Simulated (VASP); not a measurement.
# Bi2Se3 (R-3m) in VASP: further runs

Runs on Bi2Se3. Level: PBE. Tasks: single point.

Everything below comes from runs of VASP 6.6.1. Logs are shortened: lines on timing, memory, paths and dates and some standing lists are left out, and cuts for length are marked.

## 1. The cell of the first run

The structure is trigonal, space group R-3m (No. 166). Conventional cell: a = 4.267 Å, b = 4.267 Å, c = 28.248 Å, α = 90.00°, β = 90.00°, γ = 120.00°. Bi (site symmetry 3m) has 6 Se at 2.88 to 3.10 Å within 3.8 Å. Within 3.8 Å of Se (site symmetry 3m) lie 3 Bi at 2.88 Å and 3 Se at 3.63 Å. Within 4.3 Å of Se (site symmetry -3m) lie 6 Bi at 3.10 Å and 12 Se at 4.18 to 4.27 Å.

## 2. Single point, PBE (epitaxial xy strain +3.0%)

INCAR reads:

```
ALGO = Normal ; EDIFF = 1E-6
ENCUT = 520 ; GGA = PE
ISIF = 2 ; ISMEAR = -1
LASPH = T ; LCHARG = F
LREAL = F ; LWAVE = F
NBANDS = 32 ; NELM = 80
PREC = Accurate ; SIGMA = 0.02
```

KPOINTS reads:

```
k-points
0
Gamma
  8 8 8
```

POSCAR reads:

```
Bi2Se3
1.0
    2.1333190761      1.2316723429      9.4159171899
   -2.1333190761      1.2316723429      9.4159171899
    0.0000000000     -2.4633446857      9.4159171899
Bi Se
2 3
Direct
    0.3999337085      0.3999337085      0.3999337085
    0.6000662915      0.6000662915      0.6000662915
    0.2138445095      0.2138445095      0.2138445095
    0.7861554905      0.7861554905      0.7861554905
    0.0000000000      0.0000000000      0.0000000000
```

Potentials or basis: VASP PAW PBE potentials, release 64 (Bi_d, Se).

On the command line:

```sh
$ cat potpaw_PBE.64/Bi_d/POTCAR potpaw_PBE.64/Se/POTCAR > POTCAR
$ mpirun -np 1 vasp_std > vasp.out
```

OUTCAR:

```text
EDIFF = 1E-6
   ENCUT = 520
   GGA = PE
   ISIF = 2
   ISMEAR = -1
   LASPH = T
   LREAL = F
   NELM = 80
   PREC = Accurate

 ion  position               nearest neighbor table
   1  0.400  0.400  0.400-   4 2.88   4 2.88   4 2.88   5 3.10   5 3.10   5 3.10
   2  0.600  0.600  0.600-   3 2.88   3 2.88   3 2.88   5 3.10   5 3.10   5 3.10
   3  0.214  0.214  0.214-   2 2.88   2 2.88   2 2.88
   4  0.786  0.786  0.786-   1 2.88   1 2.88   1 2.88
   5  0.000  0.000  0.000-   2 3.10   2 3.10   1 3.10   1 3.10   2 3.10   1 3.10

  LATTYP: Found a trigonal (rhomboedric) cell.
 ALAT       =     9.7328086166
 COS(alpha) =     0.9039128611

  Lattice vectors:

 A1 = (   2.1333190761,   1.2316723429,   9.4159171899)
 A2 = (  -2.1333190761,   1.2316723429,   9.4159171899)
 A3 = (   0.0000000000,  -2.4633446857,   9.4159171899)

Analysis of symmetry for initial positions (statically):
=====================================================================
 Subroutine PRICEL returns:
 Original cell was already a primitive cell.

 Routine SETGRP: Setting up the symmetry group for a
 trigonal (rhombohedral) supercell.

 Subroutine GETGRP returns: Found 12 space group operations
 (whereof 12 operations were pure point group operations)
 out of a pool of 12 trial point group operations.

The static configuration has the point symmetry D_3d.

Analysis of symmetry for dynamics (positions and initial velocities):
=====================================================================
 Subroutine PRICEL returns:
 Original cell was already a primitive cell.

 Routine SETGRP: Setting up the symmetry group for a
 trigonal (rhombohedral) supercell.

 Subroutine GETGRP returns: Found 12 space group operations
 (whereof 12 operations were pure point group operations)
 out of a pool of 12 trial point group operations.

The dynamic configuration has the point symmetry D_3d.

 Subroutine INISYM returns: Found 12 space group operations
 (whereof 12 operations are pure point group operations),
 and found     1 'primitive' translations

----------------------------------------------------------------------------------------

                                     Primitive cell

  volume of cell :     148.4448

  direct lattice vectors                    reciprocal lattice vectors
     2.133319076  1.231672343  9.415917190     0.234376566  0.135317374  0.035401048
    -2.133319076  1.231672343  9.415917190    -0.234376566  0.135317374  0.035401048
     0.000000000 -2.463344686  9.415917190     0.000000000 -0.270634747  0.035401048

  length of vectors
     9.732808617  9.732808617  9.732808617     0.272940288  0.272940288  0.272940288

  position of ions in fractional coordinates (direct lattice)
     0.399933709  0.399933709  0.399933709
     0.600066291  0.600066291  0.600066291
     0.213844509  0.213844509  0.213844509
     0.786155491  0.786155491  0.786155491
     0.000000000  0.000000000  0.000000000

  ion indices of the primitive-cell ions
   primitive index   ion index
                 1           1
                 2           2
                 3           3
                 4           4
                 5           5

----------------------------------------------------------------------------------------

 KPOINTS: k-points

Automatic generation of k-mesh.
 Grid dimensions read from file:
 generate k-points for:    8    8    8

 Generating k-lattice:

  Cartesian coordinates                     Fractional coordinates (reciprocal lattice)
     0.029297071  0.016914672  0.004425131     0.125000000  0.000000000  0.000000000
    -0.029297071  0.016914672  0.004425131     0.000000000  0.125000000  0.000000000
     0.000000000 -0.033829343  0.004425131     0.000000000  0.000000000  0.125000000

  Length of vectors
     0.034117536  0.034117536  0.034117536

  Shift w.r.t. Gamma in fractional coordinates (k-lattice)
     0.000000000  0.000000000  0.000000000

 Subroutine IBZKPT returns following result:
 ===========================================

 Found     65 irreducible k-points:

 Following reciprocal coordinates:
            Coordinates               Weight
  0.000000  0.000000  0.000000      1.000000
  0.125000  0.000000  0.000000      6.000000
  0.250000  0.000000  0.000000      6.000000
  0.375000  0.000000  0.000000      6.000000
  0.500000  0.000000  0.000000      3.000000
  0.125000  0.125000  0.000000      6.000000
[... 16 lines left out ...]
  0.250000  0.125000  0.125000      6.000000
  0.375000  0.125000  0.125000      6.000000
 [... further k-points ...]
   k-points           NKPTS =     65   k-points in BZ     NKDIM =     65   number of bands    NBANDS=     32
   number of dos      NEDOS =    301   number of ions     NIONS =      5
   total plane-waves  NPLWV = 373248
   dimension x,y,z NGX =    72 NGY =   72 NGZ =   72
   dimension x,y,z NGXF=   144 NGYF=  144 NGZF=  144
   ions per type =               2   3
   NGX,Y,Z   is equivalent  to a cutoff of  12.30, 12.30, 12.30 a.u.
   NGXF,Y,Z  is equivalent  to a cutoff of  24.60, 24.60, 24.60 a.u.
 SYSTEM =  unknown system
   PREC   = accura    normal or accurate (medium, high low for compatibility)
   ISTART =      0    job   : 0-new  1-cont  2-samecut
   ICHARG =      2    charge: 1-file 2-atom 10-const
   ISPIN  =      1    spin polarized calculation?
   LNONCOLLINEAR =      F non collinear calculations
   LSORBIT =      F    spin-orbit coupling
   LASPH  =      T    aspherical Exc in radial PAW
   ENCUT  =  520.0 eV  38.22 Ry    6.18 a.u.  18.10 18.10 18.10*2*pi/ulx,y,z
   NELM   =     80;   NELMIN=  2; NELMDL= -5     # of ELM steps
   EDIFF  = 0.1E-05   stopping-criterion for ELM
   LREAL  =      F    real-space projection
   EDIFFG = 0.1E-04   stopping-criterion for IOM
   NSW    =      0    number of steps for IOM
   IBRION =     -1    ionic relax: 0-MD 1-quasi-New 2-CG
   NFREE  =      0    steps in history (QN), initial steepest desc. (CG)
   ISIF   =      2    stress and relaxation
   ISYM   =      2    0-nonsym 1-usesym 2-fastsym
   POTIM  = 0.5000    time-step for ionic-motion
   TEBEG  =    0.0;   TEEND  =   0.0 temperature during run
   PSTRESS=    0.0 pullay stress
   NELECT =      48.0000    total number of electrons
   NUPDOWN=      -1.0000    fix difference up-down
   EMIN   =  10.00;   EMAX   =-10.00  energy-range for DOS
   EFERMI =   0.00;   METHOD = LEGACY
   ISMEAR =    -1;   SIGMA  =   0.02  broadening in eV -4-tet -1-fermi 0-gaus
   EFERMI_NEDOS =   21; number of points for ismear=-14 and -15
   IALGO  =     38    algorithm
   IMIX   =      4    mixing-type and parameters
     AMIX     =   0.40;   BMIX     =  1.00
     AMIX_MAG =   1.60;   BMIX_MAG =  1.00
  volume/ion in A,a.u.               =      29.69       200.35
  Fermi-wavevector in a.u.,A,eV,Ry     =   1.123657  2.123403 17.178773  1.262604
  Thomas-Fermi vector in A             =   2.260324
   LORBIT       =      0    0 simple, 1 ext, 2 COOP (PROOUT), +10 PAW based schemes
   GGA     = PE    functional components
   LHFCALC =     F    Hartree Fock is set to
   AEXX    =    0.0000 exact exchange contribution
   IVDW    =     0    specifies the selected vdW correction
   LEPSILON=     F    determine dielectric tensor
   LRPA    =     F    only Hartree local field effects (RPA)
 non-spin polarized calculation
  energy-cutoff  :      520.00
  volume of cell :      148.44
 maximum number of plane-waves:      4022
   NGX = 37   NGY = 37   NGZ = 37

 number of electron      48.0000000 magnetization

 Free energy of the ion-electron system (eV)
  ---------------------------------------------------
  ext. energy  EPLUGINS =         0.00000000
  ---------------------------------------------------
  free energy    TOTEN  =       -20.17528853 eV

  energy without entropy =      -20.17526351  energy(sigma->0) =      -20.17527602

 E-fermi :   4.3761     XC(G=0):  -9.2741

 val. band max:        4.3091892623   @ k =   0.0000   0.0000   0.0000
 cond. band min:       4.4426995207   @ k =   0.0000   0.0000   0.0000
 fundamental gap:      0.1335102583
 Fermi energy:         4.3761231390

 k-point     1 :       0.0000    0.0000    0.0000
  band No.  band energies     occupation
      1     -18.6414      2.00000
      2     -18.6393      2.00000
      3     -18.6351      2.00000
      4     -18.6351      2.00000
      5     -18.6329      2.00000
      6     -18.6329      2.00000
[... 24 lines left out ...]
     31      10.5912      0.00000
     32      11.2616      0.00000

 k-point     2 :       0.1250    0.0000    0.0000
  band No.  band energies     occupation
      1     -18.6406      2.00000
      2     -18.6387      2.00000
      3     -18.6364      2.00000
      4     -18.6346      2.00000
      5     -18.6334      2.00000
      6     -18.6317      2.00000
[... 24 lines left out ...]
     31       9.9960      0.00000
     32      10.5403      0.00000

 k-point     3 :       0.2500    0.0000    0.0000
  band No.  band energies     occupation
      1     -18.6449      2.00000
      2     -18.6420      2.00000
      3     -18.6368      2.00000
      4     -18.6332      2.00000
      5     -18.6332      2.00000
      6     -18.6299      2.00000
[... 24 lines left out ...]
     31       9.1606      0.00000
     32      10.5917      0.00000

 k-point     4 :       0.3750    0.0000    0.0000
  band No.  band energies     occupation
      1     -18.6517      2.00000
      2     -18.6471      2.00000
      3     -18.6377      2.00000
      4     -18.6343      2.00000
      5     -18.6322      2.00000
      6     -18.6294      2.00000
[... 654 lines left out ...]
     31      10.6096      0.00000
     32      11.1620      0.00000

 k-point    23 :       0.2500    0.1250    0.1250
  band No.  band energies     occupation
      1     -18.6406      2.00000
      2     -18.6387      2.00000
      3     -18.6364      2.00000
      4     -18.6346      2.00000
      5     -18.6335      2.00000
      6     -18.6317      2.00000
[... 24 lines left out ...]
     31       9.9664      0.00000
     32      10.7281      0.00000

 k-point    24 :       0.3750    0.1250    0.1250
  band No.  band energies     occupation
      1     -18.6449      2.00000
      2     -18.6420      2.00000
      3     -18.6368      2.00000
      4     -18.6332      2.00000
      5     -18.6332      2.00000
      6     -18.6299      2.00000
[... 24 lines left out ...]
     31       9.2535      0.00000
     32      10.7104      0.00000

 [... further k-points ...]

------------------------ aborting loop because EDIFF is reached ----------------------------------------

  FORCE on cell =-STRESS in cart. coord.  units (eV):
  Direction    XX          YY          ZZ          XY          YZ          ZX
  --------------------------------------------------------------------------------------
  -------------------------------------------------------------------------------------
  Total       -0.1788578     -0.1788578      1.7359850      0.0000000      0.0000000      0.0000000
  in kB       -1.9304276     -1.9304276     18.7366377      0.0000000      0.0000000      0.0000000
  external PRESSURE =       4.9585941 kB  Pullay stress =       0.0000000 kB

 VOLUME and BASIS-vectors are now :
 -----------------------------------------------------------------------------
  energy-cutoff  :      520.00
  volume of cell :      148.44
      direct lattice vectors                 reciprocal lattice vectors
     2.133319076  1.231672343  9.415917190     0.234376566  0.135317374  0.035401048
    -2.133319076  1.231672343  9.415917190    -0.234376566  0.135317374  0.035401048
     0.000000000 -2.463344686  9.415917190     0.000000000 -0.270634747  0.035401048

 POSITION                                       TOTAL-FORCE (eV/Angst)
 -----------------------------------------------------------------------------------
      0.00000      0.00000     11.29723         0.000000     -0.000000     -0.082895
      0.00000      0.00000     16.95052         0.000000      0.000000      0.082895
      0.00000      0.00000      6.04063         0.000000     -0.000000     -0.163623
      0.00000      0.00000     22.20712         0.000000      0.000000      0.163623
      0.00000      0.00000      0.00000         0.000000      0.000000     -0.000000
 -----------------------------------------------------------------------------------
    total drift:                                0.000000      0.000000      0.000000

  FREE ENERGIE OF THE ION-ELECTRON SYSTEM (eV)
  ---------------------------------------------------
  free  energy   TOTEN  =       -20.1752885263 eV

  energy  without entropy=      -20.1752635089  energy(sigma->0) =      -20.17527602
```

Run time: 17 min. Hardware: 1 thread of Intel Xeon Platinum 8259CL at 2.50GHz (Skylake/Cascade Lake), shared host; peak memory 0.84 GiB.

Results:

* Free energy: -20.1753 eV
* Pressure: 0.5 GPa
* Largest force: 0.164 eV/Å
* Band gap on the k mesh: 0.13 eV

Forces in eV/Å, atoms in the order of the input:
```
Bi   0.000  0.000 -0.083
Bi   0.000  0.000  0.083
Se   0.000  0.000 -0.164
Se   0.000  0.000  0.164
Se   0.000  0.000  0.000
```

Levels at points of the mesh, in eV from the valence-band top:
```tsv
k point	band 21	band 22	band 23	band 24	band 25	band 26	band 27	band 28
(0.00, 0.00, 0.00)	-1.73	-1.16	-1.16	0.00	0.13	1.40	1.40	2.06
(0.50, 0.00, 0.00)	-2.57	-1.65	-1.06	-0.42	0.98	2.17	3.11	3.47
(0.50, 0.50, 0.00)	-1.62	-1.61	-1.42	-0.64	1.56	2.34	2.76	3.10
(0.50, 0.50, 0.50)	-1.53	-1.32	-1.32	-0.27	0.47	1.69	1.69	1.96
```

Caveat: the cell differs from its parent crystal (epitaxial xy strain +3.0%); spin-orbit coupling is left out, which moves the levels of the heavy elements.

## 3. Single point, PBE (epitaxial xy strain +4.0%)

INCAR reads:

```
ALGO = Normal ; EDIFF = 1E-6
ENCUT = 520 ; GGA = PE
ISIF = 2 ; ISMEAR = -1
LASPH = T ; LCHARG = T
LELF = T ; LREAL = F
LVHAR = T ; LWAVE = F
NBANDS = 32 ; NELM = 60
PREC = Accurate ; SIGMA = 0.02
```

KPOINTS is that of step 2.

POSCAR reads:

```
Bi2Se3
1.0
    2.1540309118      1.2436303268      9.3156900153
   -2.1540309118      1.2436303268      9.3156900153
    0.0000000000     -2.4872606535      9.3156900153
Bi Se
2 3
Direct
    0.4000903554      0.4000903554      0.4000903554
    0.5999096446      0.5999096446      0.5999096446
    0.2138650271      0.2138650271      0.2138650271
    0.7861349729      0.7861349729      0.7861349729
    0.0000000000      0.0000000000      0.0000000000
```

Potentials or basis: VASP PAW PBE potentials, release 64 (Bi_d, Se).

On the command line:

```sh
$ cat potpaw_PBE.64/Bi_d/POTCAR potpaw_PBE.64/Se/POTCAR > POTCAR
$ mpirun -np 1 vasp_std > vasp.out
```

OUTCAR:

```text
EDIFF = 1E-6
   ENCUT = 520
   GGA = PE
   ISIF = 2
   ISMEAR = -1
   LASPH = T
   LREAL = F
   NELM = 60
   PREC = Accurate

 ion  position               nearest neighbor table
   1  0.400  0.400  0.400-   4 2.89   4 2.89   4 2.89   5 3.11   5 3.11   5 3.11
   2  0.600  0.600  0.600-   3 2.89   3 2.89   3 2.89   5 3.11   5 3.11   5 3.11
   3  0.214  0.214  0.214-   2 2.89   2 2.89   2 2.89
   4  0.786  0.786  0.786-   1 2.89   1 2.89   1 2.89
   5  0.000  0.000  0.000-   2 3.11   2 3.11   1 3.11   1 3.11   2 3.11   1 3.11

  LATTYP: Found a trigonal (rhomboedric) cell.
 ALAT       =     9.6420198102
 COS(alpha) =     0.9001845384

  Lattice vectors:

 A1 = (   2.1540309118,   1.2436303268,   9.3156900153)
 A2 = (  -2.1540309118,   1.2436303268,   9.3156900153)
 A3 = (   0.0000000000,  -2.4872606535,   9.3156900153)

Analysis of symmetry for initial positions (statically):
=====================================================================
 Subroutine PRICEL returns:
 Original cell was already a primitive cell.

[... 175 lines left out ...]

 val. band max:        4.2003160580   @ k =   0.0000   0.0000   0.0000
 cond. band min:       4.2759733825   @ k =   0.0000   0.0000   0.0000
 fundamental gap:      0.0756573245
 Fermi energy:         4.2383916321

 k-point     1 :       0.0000    0.0000    0.0000
  band No.  band energies     occupation
      1     -18.7349      2.00000
      2     -18.7329      2.00000
      3     -18.7250      2.00000
      4     -18.7250      2.00000
      5     -18.7238      2.00000
      6     -18.7238      2.00000
[... 829 lines left out ...]
     31       9.1985      0.00000
     32      10.5826      0.00000

 [... further k-points ...]

------------------------ aborting loop because EDIFF is reached ----------------------------------------

  FORCE on cell =-STRESS in cart. coord.  units (eV):
  Direction    XX          YY          ZZ          XY          YZ          ZX
  --------------------------------------------------------------------------------------
  -------------------------------------------------------------------------------------
  Total       -0.8747008     -0.8747008      1.6417100      0.0000000      0.0000000      0.0000000
  in kB       -9.3596709     -9.3596709     17.5669961      0.0000000      0.0000000      0.0000000
  external PRESSURE =      -0.3841152 kB  Pullay stress =       0.0000000 kB

 VOLUME and BASIS-vectors are now :
 -----------------------------------------------------------------------------
  energy-cutoff  :      520.00
  volume of cell :      149.73
      direct lattice vectors                 reciprocal lattice vectors
     2.154030912  1.243630327  9.315690015     0.232122946  0.134016245  0.035781926
    -2.154030912  1.243630327  9.315690015    -0.232122946  0.134016245  0.035781926
     0.000000000 -2.487260653  9.315690015     0.000000000 -0.268032490  0.035781926

 POSITION                                       TOTAL-FORCE (eV/Angst)
 -----------------------------------------------------------------------------------
      0.00000      0.00000     11.18135         0.000000     -0.000000     -0.078337
      0.00000      0.00000     16.76572         0.000000      0.000000      0.078337
      0.00000      0.00000      5.97690         0.000000     -0.000000     -0.155953
      0.00000      0.00000     21.97017         0.000000      0.000000      0.155953
      0.00000      0.00000      0.00000         0.000000      0.000000     -0.000000
 -----------------------------------------------------------------------------------
    total drift:                                0.000000      0.000000      0.000000

  FREE ENERGIE OF THE ION-ELECTRON SYSTEM (eV)
  ---------------------------------------------------
  free  energy   TOTEN  =       -20.1463663679 eV

  energy  without entropy=      -20.1463006759  energy(sigma->0) =      -20.14633352
```

stdout:

```text
POSCAR found type information on POSCAR BiSe
 POSCAR found :  2 types and       5 ions
 scaLAPACK will be used
 LDA part: xc-table for (Slater+PW92), standard interpolation
 POSCAR, INCAR and KPOINTS ok, starting setup
 FFT: planning ... GRIDC
 FFT: planning ... GRID_SOFT
 FFT: planning ... GRID
 WAVECAR not read
 entering main loop
```

Run time: 18 min. Hardware: 1 thread of Intel Xeon Platinum 8259CL at 2.50GHz (Skylake/Cascade Lake), shared host; peak memory 0.84 GiB.

What came out:

- Free energy: -20.1464 eV
- Pressure: 0.0 GPa
- Largest force: 0.156 eV/Å
- Band gap on the k mesh: 0.08 eV

Forces in eV/Å, atoms in the order of the input:
```
Bi   0.000  0.000 -0.078
Bi   0.000  0.000  0.078
Se   0.000  0.000 -0.156
Se   0.000  0.000  0.156
Se   0.000  0.000  0.000
```

Levels at points of the mesh, in eV from the valence-band top:
| k point | band 21 | band 22 | band 23 | band 24 | band 25 | band 26 | band 27 | band 28 |
| --- | --- | --- | --- | --- | --- | --- | --- | --- |
| (0.00, 0.00, 0.00) | -1.65 | -1.17 | -1.17 | 0.00 | 0.08 | 1.36 | 1.36 | 2.01 |
| (0.50, 0.00, 0.00) | -2.51 | -1.56 | -1.03 | -0.39 | 0.98 | 2.20 | 3.10 | 3.55 |
| (0.50, 0.50, 0.00) | -1.59 | -1.55 | -1.41 | -0.53 | 1.57 | 2.44 | 2.79 | 3.09 |
| (0.50, 0.50, 0.50) | -1.55 | -1.34 | -1.34 | -0.24 | 0.41 | 1.66 | 1.66 | 1.89 |

Caveat: the cell differs from its parent crystal (epitaxial xy strain +4.0%); spin-orbit coupling is left out, which moves the levels of the heavy elements. A k mesh can miss the band edges.
